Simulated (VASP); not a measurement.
Here is a VASP 6.6.1 calculation.

POSCAR

```
Sn
1.0
    3.3769567853      0.0000000000      0.0000000000
   -1.6884783927      2.9245303635      0.0000000000
    0.0000000000      0.0000000000      5.4634841598
Sn
2
Direct
    0.3333333333      0.6666666667      0.2500000000
    0.6666666667      0.3333333333      0.7500000000
```

Contents of INCAR.step1:

```
SYSTEM = Sn
PREC = Accurate
ENCUT = 520
ISMEAR = 0
SIGMA = 0.1
LREAL = .False.
LASPH = .True.
NELM = 100
NBANDS = 21
GGA = PE
ALGO = Normal
EDIFF = 1E-4
LWAVE = .True.
LCHARG = .False.
```

Contents of INCAR.step2:

```
SYSTEM = Sn
PREC = Accurate
ENCUT = 520
EDIFF = 1E-7
ISMEAR = 0
SIGMA = 0.1
LREAL = .False.
LASPH = .True.
NELM = 100
ALGO = Normal
ISIF = 2
LWAVE = .False.
LCHARG = .False.
METAGGA = R2SCAN
LMIXTAU = .True.
NBANDS = 21
ISTART = 1
```

KPOINTS

```
Automatic mesh
0
Gamma
  12 12 8
  0 0 0
```

Potentials or basis: VASP PAW PBE potentials, release 64 (Sn_d).

Launch:

```bash
$ cat potpaw_PBE.64/Sn_d/POTCAR > POTCAR
$ cp INCAR.step1 INCAR
$ mpirun -np 1 vasp_std > vasp.out
$ cp INCAR.step2 INCAR
$ mpirun -np 1 vasp_std > vasp.out
```

Question: Estimate the pressure.

Answer: 0.0 GPa.

Question: Estimate the band gap on the k mesh.

Answer: Zero (bands 14 and 15 overlap by 8.70 eV).

Stress tensor (GPa, compression positive):
```
-0.05  0.00  0.00
 0.00 -0.05  0.00
 0.00  0.00  0.04
```

Caveat: the PAW data sets were made with another functional, which shifts forces and pressure a little; spin-orbit coupling is left out, which moves the levels of the heavy elements.
